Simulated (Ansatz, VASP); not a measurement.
# One calculation of KCl, two programs

```
K Cl
1.0
     0.00000    2.99169    2.99169
     2.99169    0.00000    2.99169
     2.99169    2.99169    0.00000
K Cl
1 1
Direct
  0.00000 0.00000 0.00000
  0.50000 0.50000 0.50000
```

Change from the starting cell: hydrostatic strain -4.9%.

Alike in both runs: task single point; functional PBE; k mesh 8 × 8 × 8; occupations fermi-dirac, width 0.02 eV; no spin polarisation.

```csv
,VASP,Ansatz
version,VASP 6.6.1,Ansatz 0.2.0
potentials or method,"VASP PAW PBE potentials, release 64 (K_sv, Cl)","plane waves, PAW"
plane-wave cutoff (eV),520,420
valence electrons in the cell,16,16
```

Ansatz gave:

* gap on the k mesh at the Fermi level (eV): 5.76
* pressure (GPa): 5.0

Q: Which values does VASP return?

A: gap on the k mesh at the Fermi level (eV): 5.76; pressure (GPa): 5.1.
